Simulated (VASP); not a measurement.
# K2GaBr4 (P4/mmm) in VASP: single point with PBEsol

Aim: the single point of K2GaBr4 with PBEsol.

Everything below comes from runs of VASP 6.6.1. Logs are shortened: lines on timing, memory, paths and dates and some standing lists are left out, and cuts for length are marked.

## Step 1: The cell of the first run

The structure is tetragonal, space group P4/mmm (No. 123). The conventional cell has a = 7.378 Å, b = 7.378 Å, c = 4.291 Å, α = 90.00°, β = 90.00°, γ = 90.00°. Br (site symmetry m2m) has 1 Ga at 2.43 Å within 3.2 Å. Ga (site symmetry 4/mmm) has 4 Br at 2.43 Å within 3.2 Å. K (site symmetry mmm) has 8 Br at 3.38 Å and 4 Ga at 4.27 Å and 2 K at 4.29 Å within 4.4 Å.

## Step 2: Single point, PBEsol

INCAR

```
SYSTEM = K2GaBr4
  PREC = Accurate
  ENCUT = 520
  EDIFF = 1E-6
  ISMEAR = -1
  SIGMA = 0.1
  LREAL = .FALSE.
  LASPH = .TRUE.
  NELM = 80
  ALGO = Normal
  ISIF = 2
  LWAVE = .FALSE.
  LCHARG = .FALSE.
  GGA = PS
  NBANDS = 38
```

KPOINTS

```
regular mesh
0
G
  5 5 8
  0 0 0
```

POSCAR

```
K2GaBr4
1.0
    7.3779660000      0.0000000000      0.0000000000
    0.0000000000      7.3779660000      0.0000000000
    0.0000000000      0.0000000000      4.2909510000
Br Ga K
4 1 2
Direct
    0.2332300000      0.2332300000      0.0000000000
    0.7667700000      0.2332300000      0.0000000000
    0.7667700000      0.7667700000      0.0000000000
    0.2332300000      0.7667700000      0.0000000000
    0.0000000000      0.0000000000      0.0000000000
    0.5000000000      0.0000000000      0.5000000000
    0.0000000000      0.5000000000      0.5000000000
```

Potentials or basis: VASP PAW PBE potentials, release 64 (Br, Ga_d, K_sv).

Run with:

```sh
$ cat potpaw_PBE.64/Br/POTCAR potpaw_PBE.64/Ga_d/POTCAR potpaw_PBE.64/K_sv/POTCAR > POTCAR
$ mpirun -np 1 vasp_std > vasp.out
```

OUTCAR:

```text
SYSTEM = K2GaBr4
   PREC = Accurate
   ENCUT = 520
   EDIFF = 1E-6
   ISMEAR = -1
   LREAL = .FALSE.
   LASPH = .TRUE.
   NELM = 80
   ISIF = 2
   GGA = PS

 ion  position               nearest neighbor table
   1  0.233  0.233  0.000-   5 2.43
   2  0.767  0.233  0.000-   5 2.43
   3  0.767  0.767  0.000-   5 2.43
   4  0.233  0.767  0.000-   5 2.43
   5  0.000  0.000  0.000-   1 2.43   2 2.43   3 2.43   4 2.43
   6  0.500  0.000  0.500-
   7  0.000  0.500  0.500-

  LATTYP: Found a simple tetragonal cell.
 ALAT       =     7.3779660000
 C/A-ratio  =     0.5815899667

  Lattice vectors:

 A1 = (   7.3779660000,   0.0000000000,   0.0000000000)
 A2 = (   0.0000000000,   7.3779660000,   0.0000000000)
 A3 = (   0.0000000000,   0.0000000000,   4.2909510000)

Analysis of symmetry for initial positions (statically):
=====================================================================
 Subroutine PRICEL returns:
 Original cell was already a primitive cell.

 Routine SETGRP: Setting up the symmetry group for a
 simple tetragonal supercell.

 Subroutine GETGRP returns: Found 16 space group operations
 (whereof 16 operations were pure point group operations)
 out of a pool of 16 trial point group operations.

The static configuration has the point symmetry D_4h.

Analysis of symmetry for dynamics (positions and initial velocities):
=====================================================================
 Subroutine PRICEL returns:
 Original cell was already a primitive cell.

 Routine SETGRP: Setting up the symmetry group for a
 simple tetragonal supercell.

 Subroutine GETGRP returns: Found 16 space group operations
 (whereof 16 operations were pure point group operations)
 out of a pool of 16 trial point group operations.

The dynamic configuration has the point symmetry D_4h.

 Subroutine INISYM returns: Found 16 space group operations
 (whereof 16 operations are pure point group operations),
 and found     1 'primitive' translations

----------------------------------------------------------------------------------------

                                     Primitive cell

  volume of cell :     233.5753

  direct lattice vectors                    reciprocal lattice vectors
     7.377966000  0.000000000  0.000000000     0.135538711  0.000000000  0.000000000
     0.000000000  7.377966000  0.000000000     0.000000000  0.135538711  0.000000000
     0.000000000  0.000000000  4.290951000     0.000000000  0.000000000  0.233048571

  length of vectors
     7.377966000  7.377966000  4.290951000     0.135538711  0.135538711  0.233048571

  position of ions in fractional coordinates (direct lattice)
     0.233230000  0.233230000  0.000000000
     0.766770000  0.233230000  0.000000000
     0.766770000  0.766770000  0.000000000
     0.233230000  0.766770000  0.000000000
     0.000000000  0.000000000  0.000000000
     0.500000000  0.000000000  0.500000000
     0.000000000  0.500000000  0.500000000

  ion indices of the primitive-cell ions
   primitive index   ion index
                 1           1
                 2           2
                 3           3
                 4           4
                 5           5
                 6           6
                 7           7

----------------------------------------------------------------------------------------

 KPOINTS: regular mesh

Automatic generation of k-mesh.
 Grid dimensions read from file:
 generate k-points for:    5    5    8

 Generating k-lattice:

  Cartesian coordinates                     Fractional coordinates (reciprocal lattice)
     0.027107742  0.000000000  0.000000000     0.200000000  0.000000000  0.000000000
     0.000000000  0.027107742  0.000000000     0.000000000  0.200000000  0.000000000
     0.000000000  0.000000000  0.029131071     0.000000000  0.000000000  0.125000000

  Length of vectors
     0.027107742  0.027107742  0.029131071

  Shift w.r.t. Gamma in fractional coordinates (k-lattice)
     0.000000000  0.000000000  0.000000000

 Subroutine IBZKPT returns following result:
 ===========================================

 Found     30 irreducible k-points:

 Following reciprocal coordinates:
            Coordinates               Weight
  0.000000  0.000000  0.000000      1.000000
  0.200000  0.000000  0.000000      4.000000
  0.400000  0.000000  0.000000      4.000000
  0.200000  0.200000  0.000000      4.000000
  0.400000  0.200000  0.000000      8.000000
  0.400000  0.400000  0.000000      4.000000
[... 16 lines left out ...]
  0.400000  0.200000  0.375000     16.000000
  0.400000  0.400000  0.375000      8.000000
 [... further k-points ...]
   k-points           NKPTS =     30   k-points in BZ     NKDIM =     30   number of bands    NBANDS=     38
   number of dos      NEDOS =    301   number of ions     NIONS =      7
   total plane-waves  NPLWV = 100352
   dimension x,y,z NGX =    56 NGY =   56 NGZ =   32
   dimension x,y,z NGXF=   112 NGYF=  112 NGZF=   64
   ions per type =               4   1   2
   NGX,Y,Z   is equivalent  to a cutoff of  12.62, 12.62, 12.40 a.u.
   NGXF,Y,Z  is equivalent  to a cutoff of  25.24, 25.24, 24.80 a.u.
 SYSTEM =  K2GaBr4
   PREC   = accura    normal or accurate (medium, high low for compatibility)
   ISTART =      0    job   : 0-new  1-cont  2-samecut
   ICHARG =      2    charge: 1-file 2-atom 10-const
   ISPIN  =      1    spin polarized calculation?
   LNONCOLLINEAR =      F non collinear calculations
   LSORBIT =      F    spin-orbit coupling
   LASPH  =      T    aspherical Exc in radial PAW
   ENCUT  =  520.0 eV  38.22 Ry    6.18 a.u.  13.72 13.72  7.98*2*pi/ulx,y,z
   NELM   =     80;   NELMIN=  2; NELMDL= -5     # of ELM steps
   EDIFF  = 0.1E-05   stopping-criterion for ELM
   LREAL  =      F    real-space projection
   EDIFFG = 0.1E-04   stopping-criterion for IOM
   NSW    =      0    number of steps for IOM
   IBRION =     -1    ionic relax: 0-MD 1-quasi-New 2-CG
   NFREE  =      0    steps in history (QN), initial steepest desc. (CG)
   ISIF   =      2    stress and relaxation
   ISYM   =      2    0-nonsym 1-usesym 2-fastsym
   POTIM  = 0.5000    time-step for ionic-motion
   TEBEG  =    0.0;   TEEND  =   0.0 temperature during run
   PSTRESS=    0.0 pullay stress
   NELECT =      59.0000    total number of electrons
   NUPDOWN=      -1.0000    fix difference up-down
   EMIN   =  10.00;   EMAX   =-10.00  energy-range for DOS
   EFERMI =   0.00;   METHOD = LEGACY
   ISMEAR =    -1;   SIGMA  =   0.10  broadening in eV -4-tet -1-fermi 0-gaus
   EFERMI_NEDOS =   21; number of points for ismear=-14 and -15
   IALGO  =     38    algorithm
   IMIX   =      4    mixing-type and parameters
     AMIX     =   0.40;   BMIX     =  1.00
     AMIX_MAG =   1.60;   BMIX_MAG =  1.00
  volume/ion in A,a.u.               =      33.37       225.18
  Fermi-wavevector in a.u.,A,eV,Ry     =   1.034864  1.955609 14.571067  1.070943
  Thomas-Fermi vector in A             =   2.169180
   LORBIT       =      0    0 simple, 1 ext, 2 COOP (PROOUT), +10 PAW based schemes
   GGA     = PS    functional components
   LHFCALC =     F    Hartree Fock is set to
   AEXX    =    0.0000 exact exchange contribution
   IVDW    =     0    specifies the selected vdW correction
   LEPSILON=     F    determine dielectric tensor
   LRPA    =     F    only Hartree local field effects (RPA)
 non-spin polarized calculation
  energy-cutoff  :      520.00
  volume of cell :      233.58
 maximum number of plane-waves:      6332
 NGX is ok and might be reduce to    56
   NGX = 27   NGY = 27   NGZ = 15

 number of electron      58.9999985 magnetization

 Free energy of the ion-electron system (eV)
  ---------------------------------------------------
  ext. energy  EPLUGINS =         0.00000000
  ---------------------------------------------------
  free energy    TOTEN  =       -20.70722000 eV

  energy without entropy =      -20.62131104  energy(sigma->0) =      -20.66426552

 E-fermi :   1.9506     XC(G=0):  -7.8254

 val. band max:        1.9390517449   @ k =   0.0000   0.0000   0.5000
 cond. band min:       1.9657065927   @ k =   0.2000   0.0000   0.5000
 fundamental gap:      0.0266548478
 Fermi energy:         1.9506456461

 k-point     1 :       0.0000    0.0000    0.0000
  band No.  band energies     occupation
      1     -28.9557      2.00000
      2     -28.9546      2.00000
      3     -14.8035      2.00000
      4     -14.5604      2.00000
      5     -14.2099      2.00000
      6     -14.2099      2.00000
[... 30 lines left out ...]
     37       6.1668      0.00000
     38       6.4423      0.00000

 k-point     2 :       0.2000    0.0000    0.0000
  band No.  band energies     occupation
      1     -28.9556      2.00000
      2     -28.9547      2.00000
      3     -14.7998      2.00000
      4     -14.5728      2.00000
      5     -14.2130      2.00000
      6     -14.1804      2.00000
[... 30 lines left out ...]
     37       6.4085      0.00000
     38       6.4479      0.00000

 k-point     3 :       0.4000    0.0000    0.0000
  band No.  band energies     occupation
      1     -28.9553      2.00000
      2     -28.9550      2.00000
      3     -14.7936      2.00000
      4     -14.5902      2.00000
      5     -14.2181      2.00000
      6     -14.1330      2.00000
[... 30 lines left out ...]
     37       6.4008      0.00000
     38       6.5297      0.00000

 k-point     4 :       0.2000    0.2000    0.0000
  band No.  band energies     occupation
      1     -28.9555      2.00000
      2     -28.9548      2.00000
      3     -14.7962      2.00000
      4     -14.5857      2.00000
      5     -14.1828      2.00000
      6     -14.1827      2.00000
[... 30 lines left out ...]
     37       6.3569      0.00000
     38       6.7478      0.00000
[... 703 lines left out ...]
      4     -14.5573      2.00000
      5     -14.1016      2.00000
      6     -14.1001      2.00000
[... 30 lines left out ...]
     37       6.7061      0.00000
     38       6.8471      0.00000

 k-point    23 :       0.4000    0.2000    0.3750
  band No.  band energies     occupation
      1     -28.9507      2.00000
      2     -28.9505      2.00000
      3     -14.7472      2.00000
      4     -14.5695      2.00000
      5     -14.1629      2.00000
      6     -14.0677      2.00000
[... 30 lines left out ...]
     37       6.9344      0.00000
     38       7.2401      0.00000

 k-point    24 :       0.4000    0.4000    0.3750
  band No.  band energies     occupation
      1     -28.9506      2.00000
      2     -28.9506      2.00000
      3     -14.7146      2.00000
      4     -14.5823      2.00000
      5     -14.1307      2.00000
      6     -14.1299      2.00000
[... 30 lines left out ...]
     37       7.2338      0.00000
     38       7.3138      0.00000

 [... further k-points ...]
[... 5 lines left out ...]
  --------------------------------------------------------------------------------------
  -------------------------------------------------------------------------------------
  Total        6.3630633      6.3630633     -0.7671964      0.0000000     -0.0000000     -0.0000000
  in kB       43.6465550     43.6465550     -5.2624778      0.0000000     -0.0000000     -0.0000000
  external PRESSURE =      27.3435441 kB  Pullay stress =       0.0000000 kB

 VOLUME and BASIS-vectors are now :
 -----------------------------------------------------------------------------
  energy-cutoff  :      520.00
  volume of cell :      233.58
      direct lattice vectors                 reciprocal lattice vectors
     7.377966000  0.000000000  0.000000000     0.135538711  0.000000000  0.000000000
     0.000000000  7.377966000  0.000000000     0.000000000  0.135538711  0.000000000
     0.000000000  0.000000000  4.290951000     0.000000000  0.000000000  0.233048571

 POSITION                                       TOTAL-FORCE (eV/Angst)
 -----------------------------------------------------------------------------------
      1.72076      1.72076      0.00000         0.900546      0.900546      0.000000
      5.65720      1.72076      0.00000        -0.900546      0.900546     -0.000000
      5.65720      5.65720      0.00000        -0.900546     -0.900546     -0.000000
      1.72076      5.65720      0.00000         0.900546     -0.900546      0.000000
      0.00000      0.00000      0.00000         0.000000     -0.000000      0.000000
      3.68898      0.00000      2.14548         0.000000     -0.000000      0.000000
      0.00000      3.68898      2.14548         0.000000     -0.000000      0.000000
 -----------------------------------------------------------------------------------
    total drift:                               -0.000000     -0.000000      0.000000

  FREE ENERGIE OF THE ION-ELECTRON SYSTEM (eV)
  ---------------------------------------------------
  free  energy   TOTEN  =       -20.7072199976 eV

  energy  without entropy=      -20.6213110351  energy(sigma->0) =      -20.66426552
```

It took 4.9 min on 1 thread of Intel Xeon Platinum 8259CL at 2.50GHz (Skylake/Cascade Lake), shared host; peak memory 0.46 GiB.

What came out:

```yaml
Free_energy: -20.7072 eV
Pressure: 2.7 GPa
Largest_force: 1.274 eV/Å
Band_gap_on_the_k_mesh: zero (an odd number of electrons rules out a gap without spin polarisation)
```

Forces in eV/Å, atoms in the order of the input:
```
Br   0.901  0.901  0.000
Br  -0.901  0.901  0.000
Br  -0.901 -0.901  0.000
Br   0.901 -0.901  0.000
Ga   0.000  0.000  0.000
K    0.000  0.000  0.000
K    0.000  0.000  0.000
```

Levels at points of the mesh, in eV from the Fermi level:
```tsv
k point	band 28	band 29	band 30	band 31	band 32	band 33
(0.00, 0.00, 0.00)	-2.96	-2.70	-0.84	2.01	2.50	2.89
(0.00, 0.00, 0.50)	-2.89	-2.57	-0.18	-0.01	3.52	4.21
```

Caveat: the PAW data sets were made with another functional, which shifts forces and pressure a little; an odd number of electrons without spin polarisation forces a metal; a magnetic or distorted state may lie lower.
